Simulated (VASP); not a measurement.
# Y4I (Cmmm) in VASP: notebook

Runs on Y4I. Level: PBE. Tasks: single point, relaxation of cell and atoms.

Program: VASP 6.6.1. These are calculated values, not measurements. Logs are shortened: lines on timing, memory, paths and dates and some standing lists are left out, and cuts for length are marked.

## Step 1: The cell of the first run

It takes space group Cmmm (No. 65, orthorhombic). Conventional cell: a = 8.141 Å, b = 8.548 Å, c = 3.655 Å, α = 90.00°, β = 90.00°, γ = 90.00°. Within 3.4 Å of Y (site symmetry m2m) lie 2 I at 2.44 Å and 5 Y at 3.24 to 3.37 Å. Y (site symmetry 2mm) has 1 I at 2.32 Å within 3.1 Å. I (site symmetry mmm) has 6 Y at 2.32 to 2.44 Å within 3.1 Å.

The cell was built from a structure type or drawn by symmetry, and may not be a known phase.

## Step 2: Single point, PBE

File INCAR:

```
SYSTEM = Y4I
ALGO = Normal ; EDIFF = 1E-6
ENCUT = 520 ; GGA = PE
ISIF = 2 ; ISMEAR = 0
LASPH = .True. ; LCHARG = .True.
LELF = .True. ; LREAL = .False.
LVHAR = .True. ; LWAVE = .False.
NBANDS = 34 ; NELM = 60
PREC = Accurate ; SIGMA = 0.1
```

File KPOINTS:

```
k-points
0
Gamma
  4 4 6
  0 0 0
```

File POSCAR:

```
Y4I
1.0
    4.0703460500     -4.2741458600      0.0000000000
    4.0703460500      4.2741458600      0.0000000000
    0.0000000000      0.0000000000      3.6550465100
Y I
4 1
Direct
    0.8105999900      0.1894000100      0.5000000000
    0.1894000100      0.8105999900      0.5000000000
    0.2852000000      0.2852000000      0.0000000000
    0.7148000000      0.7148000000      0.0000000000
    0.0000000000      0.0000000000      0.0000000000
```

Potentials or basis: VASP PAW PBE potentials, release 64 (Y_sv, I).

The run is started by

```
cat potpaw_PBE.64/Y_sv/POTCAR potpaw_PBE.64/I/POTCAR > POTCAR
mpirun -np 1 vasp_std > vasp.out
```

OUTCAR:

```text
SYSTEM = Y4I
   EDIFF = 1E-6
   ENCUT = 520
   GGA = PE
   ISIF = 2
   ISMEAR = 0
   LASPH = .True.
   LREAL = .False.
   NELM = 60
   PREC = Accurate

 ion  position               nearest neighbor table
   1  0.811  0.189  0.500-   5 2.44   5 2.44   2 3.24   3 3.37   3 3.37   4 3.37   4 3.37   4 3.67
                             4 3.67   3 3.67   3 3.67   2 4.20   2 4.20
   2  0.189  0.811  0.500-   5 2.44   5 2.44   1 3.24   3 3.37   3 3.37   4 3.37   4 3.37   4 3.67
                             4 3.67   3 3.67   3 3.67   1 4.20   1 4.20
   3  0.285  0.285  0.000-   5 2.32   2 3.37   1 3.37   1 3.37   2 3.37   4 3.50   2 3.67   2 3.67
                             1 3.67   1 3.67   4 4.31   4 4.31
   4  0.715  0.715  0.000-   5 2.32   2 3.37   1 3.37   1 3.37   2 3.37   3 3.50   1 3.67   1 3.67
                             2 3.67   2 3.67   3 4.31   3 4.31
   5  0.000  0.000  0.000-   3 2.32   4 2.32   1 2.44   2 2.44   1 2.44   2 2.44

  LATTYP: Found a base centered orthorhombic cell.
 ALAT       =     8.1406921000
 B/A-ratio  =     1.0500694063
 C/A-ratio  =     0.4489847380

  Lattice vectors:

 A1 = (   4.0703460500,  -4.2741458600,   0.0000000000)
 A2 = (   4.0703460500,   4.2741458600,   0.0000000000)
 A3 = (   0.0000000000,   0.0000000000,   3.6550465100)

Analysis of symmetry for initial positions (statically):
=====================================================================
 Subroutine PRICEL returns:
 Original cell was already a primitive cell.

 Routine SETGRP: Setting up the symmetry group for a
 base centered orthorhombic supercell.

 Subroutine GETGRP returns: Found  8 space group operations
 (whereof  8 operations were pure point group operations)
 out of a pool of  8 trial point group operations.

The static configuration has the point symmetry D_2h.

Analysis of symmetry for dynamics (positions and initial velocities):
=====================================================================
 Subroutine PRICEL returns:
 Original cell was already a primitive cell.

 Routine SETGRP: Setting up the symmetry group for a
 base centered orthorhombic supercell.

 Subroutine GETGRP returns: Found  8 space group operations
 (whereof  8 operations were pure point group operations)
 out of a pool of  8 trial point group operations.

The dynamic configuration has the point symmetry D_2h.

 Subroutine INISYM returns: Found  8 space group operations
 (whereof  8 operations are pure point group operations),
 and found     1 'primitive' translations

[... 98 lines left out ...]
   ENCUT  =  520.0 eV  38.22 Ry    6.18 a.u.  10.97 10.97  6.80*2*pi/ulx,y,z
   NELM   =     60;   NELMIN=  2; NELMDL= -5     # of ELM steps
   EDIFF  = 0.1E-05   stopping-criterion for ELM
   LREAL  =      F    real-space projection
[... 7 lines left out ...]
   TEBEG  =    0.0;   TEEND  =   0.0 temperature during run
   PSTRESS=    0.0 pullay stress
   NELECT =      51.0000    total number of electrons
   NUPDOWN=      -1.0000    fix difference up-down
   EMIN   =  10.00;   EMAX   =-10.00  energy-range for DOS
   EFERMI =   0.00;   METHOD = LEGACY
   ISMEAR =     0;   SIGMA  =   0.10  broadening in eV -4-tet -1-fermi 0-gaus
   EFERMI_NEDOS =   21; number of points for ismear=-14 and -15
   IALGO  =     38    algorithm
   IMIX   =      4    mixing-type and parameters
     AMIX     =   0.40;   BMIX     =  1.00
     AMIX_MAG =   1.60;   BMIX_MAG =  1.00
  volume/ion in A,a.u.               =      25.44       171.64
  Fermi-wavevector in a.u.,A,eV,Ry     =   1.207249  2.281371 19.829829  1.457451
  Thomas-Fermi vector in A             =   2.342893
   LORBIT       =      0    0 simple, 1 ext, 2 COOP (PROOUT), +10 PAW based schemes
   GGA     = PE    functional components
   LHFCALC =     F    Hartree Fock is set to
   AEXX    =    0.0000 exact exchange contribution
   IVDW    =     0    specifies the selected vdW correction
   LEPSILON=     F    determine dielectric tensor
   LRPA    =     F    only Hartree local field effects (RPA)
 non-spin polarized calculation
 Gauss-broadening in eV      SIGMA  =   0.10
  energy-cutoff  :      520.00
  volume of cell :      127.18
 maximum number of plane-waves:      3450
 NGX is ok and might be reduce to    48
   NGX = 21   NGY = 21   NGZ = 13

 number of electron      50.9999999 magnetization

 Free energy of the ion-electron system (eV)
  ---------------------------------------------------
  ext. energy  EPLUGINS =         0.00000000
  ---------------------------------------------------
  free energy    TOTEN  =       -17.66011434 eV

  energy without entropy =      -17.63231620  energy(sigma->0) =      -17.64621527

 E-fermi :   5.3738     XC(G=0): -10.2639

 val. band max:        5.3430294364   @ k =   0.0000   0.0000   0.5000
 cond. band min:       5.3770482761   @ k =   0.5000   0.5000   0.3333
 fundamental gap:      0.0340188397
 Fermi energy:         5.3738171337

 k-point     1 :       0.0000    0.0000    0.0000
  band No.  band energies     occupation
      1     -36.8677      2.00000
      2     -36.8226      2.00000
      3     -36.5548      2.00000
      4     -36.5206      2.00000
      5     -18.5660      2.00000
      6     -17.6636      2.00000
[... 877 lines left out ...]
     33       9.0955      0.00000
     34       9.6320      0.00000

 [... further k-points ...]

------------------------ aborting loop because EDIFF is reached ----------------------------------------

  FORCE on cell =-STRESS in cart. coord.  units (eV):
  Direction    XX          YY          ZZ          XY          YZ          ZX
  --------------------------------------------------------------------------------------
  -------------------------------------------------------------------------------------
  Total       50.9871996     28.7870055     36.5239748      0.0000000      0.0000000      0.0000000
  in kB      642.3447320    362.6632075    460.1347588      0.0000000      0.0000000      0.0000000
  external PRESSURE =     488.3808994 kB  Pullay stress =       0.0000000 kB

 VOLUME and BASIS-vectors are now :
 -----------------------------------------------------------------------------
  energy-cutoff  :      520.00
  volume of cell :      127.18
      direct lattice vectors                 reciprocal lattice vectors
     4.070346050 -4.274145860  0.000000000     0.122839678 -0.116982437  0.000000000
     4.070346050  4.274145860  0.000000000     0.122839678  0.116982437  0.000000000
     0.000000000  0.000000000  3.655046510     0.000000000  0.000000000  0.273594330

 POSITION                                       TOTAL-FORCE (eV/Angst)
 -----------------------------------------------------------------------------------
      4.07035     -2.65510      1.82752        -0.000000      9.069294     -0.000000
      4.07035      2.65510      1.82752        -0.000000     -9.069294      0.000000
      2.32173      0.00000      0.00000        10.552167     -0.000000     -0.000000
      5.81897      0.00000      0.00000       -10.552167     -0.000000      0.000000
      0.00000      0.00000      0.00000         0.000000     -0.000000     -0.000000
 -----------------------------------------------------------------------------------
    total drift:                               -0.000000     -0.000000      0.000000

  FREE ENERGIE OF THE ION-ELECTRON SYSTEM (eV)
  ---------------------------------------------------
  free  energy   TOTEN  =       -17.6601143405 eV

  energy  without entropy=      -17.6323161989  energy(sigma->0) =      -17.64621527
```

stdout:

```text
POSCAR found type information on POSCAR Y I
 POSCAR found :  2 types and       5 ions
 scaLAPACK will be used
 LDA part: xc-table for (Slater+PW92), standard interpolation
 POSCAR, INCAR and KPOINTS ok, starting setup
 FFT: planning ... GRIDC
 FFT: planning ... GRID_SOFT
 FFT: planning ... GRID
 WAVECAR not read
 entering main loop
```

Run time: 80 s. Hardware: 1 thread of Intel Xeon 6975P-C (Granite Rapids), shared host; peak memory 0.31 GiB.

Results:

- Free energy: -17.6601 eV
- Pressure: 48.8 GPa
- Largest force: 10.552 eV/Å
- Band gap on the k mesh: zero (an odd number of electrons rules out a gap without spin polarisation)

Forces in eV/Å, atoms in the order of the input:
```
Y     0.000   9.069   0.000
Y     0.000  -9.069   0.000
Y    10.552   0.000   0.000
Y   -10.552   0.000   0.000
I     0.000   0.000   0.000
```

Levels at points of the mesh, in eV from the Fermi level:
```tsv
k point	band 23	band 24	band 25	band 26	band 27	band 28
(0.00, 0.00, 0.00)	-1.10	0.07	0.17	0.84	0.90	1.07
(0.50, 0.00, 0.00)	-1.75	-0.36	-0.33	0.06	0.56	0.93
(0.50, 0.50, 0.00)	-1.47	-0.77	-0.17	0.02	0.36	0.70
(0.00, 0.00, 0.50)	-1.17	-0.70	-0.23	-0.03	0.17	0.85
(0.50, 0.00, 0.50)	-0.47	-0.41	-0.23	-0.20	0.06	0.63
(0.50, 0.50, 0.50)	-0.93	-0.66	0.19	0.20	0.24	0.53
```

Caveat: the cell stands under pressure; spin-orbit coupling is left out, which moves the levels of the heavy elements; an odd number of electrons without spin polarisation forces a metal; a magnetic or distorted state may lie lower.

## Step 3: Single point, PBE

This run uses another cell than the first one, of 34.64 Å³/atom.

File INCAR:

```
  PREC = Accurate
  ENCUT = 520
  EDIFF = 1E-6
  ISMEAR = 0
  SIGMA = 0.1
  LREAL = F
  LASPH = T
  NELM = 60
  ALGO = Normal
  ISIF = 2
  LWAVE = F
  LCHARG = F
  GGA = PE
  NBANDS = 34
```

File KPOINTS:

```
Automatic mesh
0
Gamma
  4 4 6
```

File POSCAR:

```
Y4I
1.0
    4.7151018032     -4.7817266202      0.0000000000
    4.7151018032      4.7817266202      0.0000000000
    0.0000000000      0.0000000000      3.8411890217
Y I
4 1
Direct
    0.7391010457      0.2608989543      0.5000000000
    0.2608989543      0.7391010457      0.5000000000
    0.3168165649      0.3168165649      0.0000000000
    0.6831834351      0.6831834351      0.0000000000
    0.0000000000      0.0000000000      0.0000000000
```

Potentials or basis: VASP PAW PBE potentials, release 64 (Y_sv, I).

The run is started by

```
cat potpaw_PBE.64/Y_sv/POTCAR potpaw_PBE.64/I/POTCAR > POTCAR
mpirun -np 1 vasp_std > vasp.out
```

It took 1.7 min on 1 thread of Intel Xeon 6975P-C (Granite Rapids), shared host; peak memory 0.34 GiB.

Results (log left out):

```
Free energy            : -27.9043 eV
Pressure               : 0.1 GPa
Largest force          : 0.025 eV/Å
Band gap on the k mesh : zero (an odd number of electrons rules out a gap without spin polarisation)
```

Forces on the atoms (eV/Å):
```
Y    0.000 -0.015  0.000
Y    0.000  0.015  0.000
Y    0.025  0.000  0.000
Y   -0.025  0.000  0.000
I    0.000  0.000  0.000
```

Stress tensor (GPa, compression positive):
```
0.15 0.00 0.00
0.00 0.10 0.00
0.00 0.00 0.03
```

Levels at points of the mesh, in eV from the Fermi level:
```tsv
k point	band 24	band 25	band 26	band 27	band 28	band 29
(0.00, 0.00, 0.00)	-0.49	-0.43	-0.31	1.47	1.50	1.59
(0.50, 0.00, 0.00)	-0.55	-0.38	-0.22	1.15	1.20	1.38
(0.50, 0.50, 0.00)	-0.67	-0.23	0.33	0.68	0.73	1.60
(0.00, 0.00, 0.50)	-0.26	-0.09	0.05	0.13	0.56	0.70
(0.50, 0.00, 0.50)	-0.48	-0.37	0.07	0.09	0.57	1.01
(0.50, 0.50, 0.50)	-0.62	-0.40	0.09	0.25	0.34	1.29
```

Caveat: spin-orbit coupling is left out, which moves the levels of the heavy elements; an odd number of electrons without spin polarisation forces a metal; a magnetic or distorted state may lie lower.

(Part 1 of 2 ends here.)
